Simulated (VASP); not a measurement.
# Lu3F2 (Pm-3m) in VASP: a series of runs, part 2 of 2

VASP 6.6.1. The steps go on from the part before.

**4. Single point, PBE**

This run uses another cell than the first one, of 22.97 Å³/atom.

INCAR

```
SYSTEM = Lu3F2
  ALGO = Normal
  EDIFF = 1E-7
  ENCUT = 520
  GGA = PE
  ISIF = 2
  ISMEAR = 0
  LASPH = .True.
  LCHARG = .False.
  LREAL = .False.
  LWAVE = .False.
  NBANDS = 52
  NELM = 80
  PREC = Accurate
  SIGMA = 0.1
```

KPOINTS

```
k-points
0
Gamma
  8 8 8
  0 0 0
```

POSCAR

```
Lu3F2
1.0
    4.8605346813      0.0000000000      0.0000000000
    0.0000000000      4.8605346813      0.0000000000
    0.0000000000      0.0000000000      4.8605346813
Lu F
3 2
Direct
    0.5000000000      0.0000000000      0.0000000000
    0.0000000000      0.5000000000      0.0000000000
    0.0000000000      0.0000000000      0.5000000000
    0.0000000000      0.0000000000      0.0000000000
    0.5000000000      0.5000000000      0.5000000000
```

Potentials or basis: VASP PAW PBE potentials, release 64 (Lu, F).

Launch:

```bash
$ cat potpaw_PBE.64/Lu/POTCAR potpaw_PBE.64/F/POTCAR > POTCAR
$ mpirun -np 1 vasp_std > vasp.out
```

OUTCAR:

```text
SYSTEM = Lu3F2
   EDIFF = 1E-7
   ENCUT = 520
   GGA = PE
   ISIF = 2
   ISMEAR = 0
   LASPH = .True.
   LREAL = .False.
   NELM = 80
   PREC = Accurate

 ion  position               nearest neighbor table
   1  0.500  0.000  0.000-   4 2.43   4 2.43   2 3.44   3 3.44   2 3.44   2 3.44   3 3.44   3 3.44
                             3 3.44   2 3.44
   2  0.000  0.500  0.000-   4 2.43   4 2.43   1 3.44   3 3.44   1 3.44   3 3.44   3 3.44   3 3.44
                             1 3.44   1 3.44
   3  0.000  0.000  0.500-   4 2.43   4 2.43   1 3.44   1 3.44   2 3.44   2 3.44   2 3.44   2 3.44
                             1 3.44   1 3.44
   4  0.000  0.000  0.000-   1 2.43   2 2.43   3 2.43   3 2.43   2 2.43   1 2.43
   5  0.500  0.500  0.500-

  LATTYP: Found a simple cubic cell.
 ALAT       =     4.8605346813

  Lattice vectors:

 A1 = (   4.8605346813,   0.0000000000,   0.0000000000)
 A2 = (   0.0000000000,   4.8605346813,   0.0000000000)
 A3 = (   0.0000000000,   0.0000000000,   4.8605346813)

Analysis of symmetry for initial positions (statically):
=====================================================================
 Subroutine PRICEL returns:
 Original cell was already a primitive cell.

 Routine SETGRP: Setting up the symmetry group for a
 simple cubic supercell.

 Subroutine GETGRP returns: Found 48 space group operations
 (whereof 48 operations were pure point group operations)
 out of a pool of 48 trial point group operations.

The static configuration has the point symmetry O_h .

Analysis of symmetry for dynamics (positions and initial velocities):
=====================================================================
 Subroutine PRICEL returns:
 Original cell was already a primitive cell.

 Routine SETGRP: Setting up the symmetry group for a
 simple cubic supercell.

 Subroutine GETGRP returns: Found 48 space group operations
 (whereof 48 operations were pure point group operations)
 out of a pool of 48 trial point group operations.

The dynamic configuration has the point symmetry O_h .

 Subroutine INISYM returns: Found 48 space group operations
 (whereof 48 operations are pure point group operations),
 and found     1 'primitive' translations

----------------------------------------------------------------------------------------

                                     Primitive cell

  volume of cell :     114.8291

  direct lattice vectors                    reciprocal lattice vectors
     4.860534681  0.000000000  0.000000000     0.205738682  0.000000000  0.000000000
     0.000000000  4.860534681  0.000000000     0.000000000  0.205738682  0.000000000
     0.000000000  0.000000000  4.860534681     0.000000000  0.000000000  0.205738682

  length of vectors
     4.860534681  4.860534681  4.860534681     0.205738682  0.205738682  0.205738682

  position of ions in fractional coordinates (direct lattice)
     0.500000000  0.000000000  0.000000000
     0.000000000  0.500000000  0.000000000
     0.000000000  0.000000000  0.500000000
     0.000000000  0.000000000  0.000000000
     0.500000000  0.500000000  0.500000000

  ion indices of the primitive-cell ions
   primitive index   ion index
                 1           1
                 2           2
                 3           3
[... 28 lines left out ...]

 Following reciprocal coordinates:
            Coordinates               Weight
  0.000000  0.000000  0.000000      1.000000
  0.125000  0.000000  0.000000      6.000000
  0.250000  0.000000  0.000000      6.000000
  0.375000  0.000000  0.000000      6.000000
  0.500000  0.000000  0.000000      3.000000
  0.125000  0.125000  0.000000     12.000000
[... 16 lines left out ...]
  0.375000  0.375000  0.125000     24.000000
  0.500000  0.375000  0.125000     24.000000
 [... further k-points ...]
   k-points           NKPTS =     35   k-points in BZ     NKDIM =     35   number of bands    NBANDS=     52
   number of dos      NEDOS =    301   number of ions     NIONS =      5
   total plane-waves  NPLWV =  46656
   dimension x,y,z NGX =    36 NGY =   36 NGZ =   36
   dimension x,y,z NGXF=    72 NGYF=   72 NGZF=   72
   ions per type =               3   2
   NGX,Y,Z   is equivalent  to a cutoff of  12.31, 12.31, 12.31 a.u.
   NGXF,Y,Z  is equivalent  to a cutoff of  24.63, 24.63, 24.63 a.u.
 SYSTEM =  Lu3F2
   PREC   = accura    normal or accurate (medium, high low for compatibility)
   ISTART =      0    job   : 0-new  1-cont  2-samecut
   ICHARG =      2    charge: 1-file 2-atom 10-const
   ISPIN  =      1    spin polarized calculation?
   LNONCOLLINEAR =      F non collinear calculations
   LSORBIT =      F    spin-orbit coupling
   LASPH  =      T    aspherical Exc in radial PAW
   ENCUT  =  520.0 eV  38.22 Ry    6.18 a.u.   9.04  9.04  9.04*2*pi/ulx,y,z
   NELM   =     80;   NELMIN=  2; NELMDL= -5     # of ELM steps
   EDIFF  = 0.1E-06   stopping-criterion for ELM
   LREAL  =      F    real-space projection
   EDIFFG = 0.1E-05   stopping-criterion for IOM
   NSW    =      0    number of steps for IOM
   IBRION =     -1    ionic relax: 0-MD 1-quasi-New 2-CG
   NFREE  =      0    steps in history (QN), initial steepest desc. (CG)
   ISIF   =      2    stress and relaxation
   ISYM   =      2    0-nonsym 1-usesym 2-fastsym
   POTIM  = 0.5000    time-step for ionic-motion
   TEBEG  =    0.0;   TEEND  =   0.0 temperature during run
   PSTRESS=    0.0 pullay stress
   NELECT =      89.0000    total number of electrons
   NUPDOWN=      -1.0000    fix difference up-down
   EMIN   =  10.00;   EMAX   =-10.00  energy-range for DOS
   EFERMI =   0.00;   METHOD = LEGACY
   ISMEAR =     0;   SIGMA  =   0.10  broadening in eV -4-tet -1-fermi 0-gaus
   EFERMI_NEDOS =   21; number of points for ismear=-14 and -15
   IALGO  =     38    algorithm
   IMIX   =      4    mixing-type and parameters
     AMIX     =   0.40;   BMIX     =  1.00
     AMIX_MAG =   1.60;   BMIX_MAG =  1.00
  volume/ion in A,a.u.               =      22.97       154.98
  Fermi-wavevector in a.u.,A,eV,Ry     =   1.503791  2.841753 30.768039  2.261387
  Thomas-Fermi vector in A             =   2.614855
   LORBIT       =      0    0 simple, 1 ext, 2 COOP (PROOUT), +10 PAW based schemes
   GGA     = PE    functional components
   LHFCALC =     F    Hartree Fock is set to
   AEXX    =    0.0000 exact exchange contribution
   IVDW    =     0    specifies the selected vdW correction
   LEPSILON=     F    determine dielectric tensor
   LRPA    =     F    only Hartree local field effects (RPA)
 non-spin polarized calculation
 Gauss-broadening in eV      SIGMA  =   0.10
  energy-cutoff  :      520.00
  volume of cell :      114.83
 maximum number of plane-waves:      3136
   NGX = 19   NGY = 19   NGZ = 19

 number of electron      89.0000061 magnetization

 Free energy of the ion-electron system (eV)
  ---------------------------------------------------
  ext. energy  EPLUGINS =         0.00000000
  ---------------------------------------------------
  free energy    TOTEN  =       -20.82147410 eV

  energy without entropy =      -20.78941164  energy(sigma->0) =      -20.80544287

 E-fermi :   2.2379     XC(G=0): -10.0835

 val. band max:        2.2254458607   @ k =   0.5000   0.3750   0.2500
 cond. band min:       2.2428374792   @ k =   0.3750   0.3750   0.2500
 fundamental gap:      0.0173916185
 Fermi energy:         2.2379060997

 k-point     1 :       0.0000    0.0000    0.0000
  band No.  band energies     occupation
      1     -54.8668      2.00000
      2     -54.8341      2.00000
      3     -54.8341      2.00000
      4     -25.7560      2.00000
      5     -25.7560      2.00000
      6     -25.7560      2.00000
[... 1309 lines left out ...]
     51       3.9781      0.00000
     52       4.7556      0.00000

 [... further k-points ...]

------------------------ aborting loop because EDIFF is reached ----------------------------------------

  FORCE on cell =-STRESS in cart. coord.  units (eV):
  Direction    XX          YY          ZZ          XY          YZ          ZX
  --------------------------------------------------------------------------------------
  -------------------------------------------------------------------------------------
  Total        0.0486828      0.0486828      0.0486828      0.0000000     -0.0000000     -0.0000000
  in kB        0.6792575      0.6792575      0.6792575      0.0000000     -0.0000000     -0.0000000
  external PRESSURE =       0.6792575 kB  Pullay stress =       0.0000000 kB

 VOLUME and BASIS-vectors are now :
 -----------------------------------------------------------------------------
  energy-cutoff  :      520.00
  volume of cell :      114.83
      direct lattice vectors                 reciprocal lattice vectors
     4.860534681  0.000000000  0.000000000     0.205738682  0.000000000  0.000000000
     0.000000000  4.860534681  0.000000000     0.000000000  0.205738682  0.000000000
     0.000000000  0.000000000  4.860534681     0.000000000  0.000000000  0.205738682

 POSITION                                       TOTAL-FORCE (eV/Angst)
 -----------------------------------------------------------------------------------
      2.43027      0.00000      0.00000         0.000000      0.000000      0.000000
      0.00000      2.43027      0.00000         0.000000      0.000000      0.000000
      0.00000      0.00000      2.43027         0.000000      0.000000      0.000000
      0.00000      0.00000      0.00000         0.000000      0.000000      0.000000
      2.43027      2.43027      2.43027         0.000000      0.000000      0.000000
 -----------------------------------------------------------------------------------
    total drift:                                0.000000      0.000000     -0.000000

  FREE ENERGIE OF THE ION-ELECTRON SYSTEM (eV)
  ---------------------------------------------------
  free  energy   TOTEN  =       -20.8214741048 eV

  energy  without entropy=      -20.7894116360  energy(sigma->0) =      -20.80544287
```

OSZICAR:

```text
N       E                     dE             d eps       ncg     rms          rms(c)
DAV:   1     0.928026830496E+03    0.92803E+03   -0.31868E+04  5308   0.552E+03
DAV:   2     0.160056733817E+03   -0.76797E+03   -0.73575E+03  4664   0.947E+02
DAV:   3     0.112399807482E+01   -0.15893E+03   -0.15420E+03  4216   0.240E+02
DAV:   4    -0.213277834930E+02   -0.22452E+02   -0.21833E+02  5036   0.741E+01
DAV:   5    -0.228231458253E+02   -0.14954E+01   -0.14858E+01  5684   0.170E+01    0.946E+00
DAV:   6    -0.209825205465E+02    0.18406E+01   -0.10030E+01  5256   0.162E+01    0.510E+00
DAV:   7    -0.208844440113E+02    0.98077E-01   -0.17613E+00  4872   0.520E+00    0.184E+00
DAV:   8    -0.208287464852E+02    0.55698E-01   -0.22370E-01  5676   0.250E+00    0.980E-01
DAV:   9    -0.208201187957E+02    0.86277E-02   -0.46870E-02  4620   0.136E+00    0.276E-01
DAV:  10    -0.208214751001E+02   -0.13563E-02   -0.14491E-02  5200   0.757E-01    0.182E-01
DAV:  11    -0.208214777613E+02   -0.26612E-05   -0.55530E-03  4976   0.460E-01    0.660E-02
DAV:  12    -0.208214679287E+02    0.98326E-05   -0.47255E-04  4936   0.147E-01    0.245E-02
DAV:  13    -0.208214758179E+02   -0.78892E-05   -0.20347E-04  4732   0.719E-02    0.194E-02
DAV:  14    -0.208214761193E+02   -0.30140E-06   -0.21430E-05  4604   0.324E-02    0.117E-02
DAV:  15    -0.208214756148E+02    0.50447E-06   -0.19470E-06  4520   0.762E-03    0.927E-03
DAV:  16    -0.208214746429E+02    0.97190E-06   -0.12764E-06  3980   0.572E-03    0.529E-03
DAV:  17    -0.208214740570E+02    0.58595E-06   -0.24861E-06  4592   0.797E-03    0.988E-04
DAV:  18    -0.208214741048E+02   -0.47847E-07   -0.27525E-07  3392   0.269E-03
   1 F= -.20821474E+02 E0= -.20805443E+02  d E =-.320625E-01
```

Wall time 3.5 min (1 thread of Intel Xeon Platinum 8488C (Sapphire Rapids), shared host); peak memory 0.31 GiB.

Results:

* Free energy: -20.8215 eV
* Pressure: 0.1 GPa
* Band gap on the k mesh: zero (an odd number of electrons rules out a gap without spin polarisation)

Caveat: spin-orbit coupling is left out, which moves the levels of the heavy elements.

**5. The runs side by side**

```csv
cell,k mesh,gap on the mesh (eV),pressure (GPa)
"a = 4.549 Å, 5 atoms",4 × 4 × 4,none,10.8
"a = 4.845 Å, 5 atoms",4 × 4 × 4,none,0.2
"a = 4.861 Å, 5 atoms",8 × 8 × 8,none,0.1
```

Alike in all rows: task single point; level PBE; potentials or basis VASP PAW PBE potentials, release 64 (Lu, F); no spin polarisation; cutoff (eV) 520; smearing gaussian 0.1 eV.

Caveats: spin-orbit coupling is left out, which moves the levels of the heavy elements; the cell stands under pressure (at least some runs).

Total energies depend on the potentials used, so only differences within one code and one set of settings carry meaning.

The gap in the log of VASP goes by the Fermi energy; the results here count the filled bands.